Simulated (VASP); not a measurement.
**Zn: single point with PBE**

The system is Zn.

```xyz
1
Lattice="2.6312 0.0000 0.0000 0.0000 2.6312 0.0000 0.0000 0.0000 2.6312" Properties=species:S:1:pos:R:3 pbc="T T T"
Zn    0.0000    0.0000    0.0000
```

This isn't the form of Zn at room conditions, which is hcp.

```json
{
  "Program": "VASP 6.6.1",
  "Task": "single point",
  "Functional": "PBE",
  "Potentials or basis": "VASP PAW PBE potentials, release 64 (Zn)",
  "Cutoff": "520 eV",
  "k mesh": "16 × 16 × 16",
  "Occupations": "gaussian, width 0.05 eV",
  "Spin": "no spin polarisation",
  "Dipole correction": "no",
  "Further INCAR settings": "ALGO = Normal; EDIFF = 1e-06; NBANDS = 12"
}
```

| Item | Value |
| --- | --- |
| Pressure | 0.2 GPa |
| Band gap on the k mesh | zero (bands 6 and 7 overlap by 8.25 eV) |

Levels at points of the mesh, in eV from the Fermi level:
| k point | band 4 | band 5 | band 6 | band 7 | band 8 | band 9 |
| --- | --- | --- | --- | --- | --- | --- |
| (0.00, 0.00, 0.00) | -6.70 | -6.70 | -6.70 | 12.24 | 12.24 | 12.24 |
| (0.50, 0.00, 0.00) | -7.03 | -6.67 | -2.86 | -2.71 | 16.69 | 16.69 |
| (0.50, 0.50, 0.00) | -6.97 | -6.43 | 1.45 | 1.45 | 2.52 | 6.19 |
| (0.50, 0.50, 0.50) | -6.41 | -6.41 | 5.54 | 5.54 | 5.54 | 9.47 |

Wall time 32 s on 1 thread of Intel Xeon 8259CL, with other jobs on the host, peak memory 0.15 GiB.
